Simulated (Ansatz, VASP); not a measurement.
## One calculation of Mo, two programs

```
Mo
1.0
     3.11120    0.00000    0.00000
     0.00000    3.11120    0.00000
     0.00000    0.00000   22.22240
Mo
5
Direct
  0.00000 0.00000 0.36669
  0.50000 0.50000 0.42859
  0.00000 0.00000 0.50000
  0.50000 0.50000 0.57141
  0.00000 0.00000 0.63331
```

Alike in both runs: functional LDA; k mesh 11 × 11 × 1; occupations fermi-dirac, width 0.08 eV; no spin polarisation.

Ansatz relaxed the structure, and its values are those at the end. VASP's run is a single point on that final structure, the one shown.

```csv
,VASP,Ansatz
version,VASP 6.6.1,Ansatz 0.2.0
potentials or method,"VASP PAW LDA potentials, release 64 (Mo_sv)","PAW with Ansatz's default frozen-core files, scalar-relativistic"
plane-wave cutoff (eV),520,420
valence electrons in the cell,70,70
```

Ansatz gave:

```
rms of the force components (eV/Å) : 0.001
```

Q: Estimate VASP's values.

A: rms of the force components (eV/Å): 0.031.

LDA's correlation is that of Perdew and Zunger in VASP and of Perdew and Wang (1992) in Ansatz. Ansatz's warnings: stress scf threshold loose.
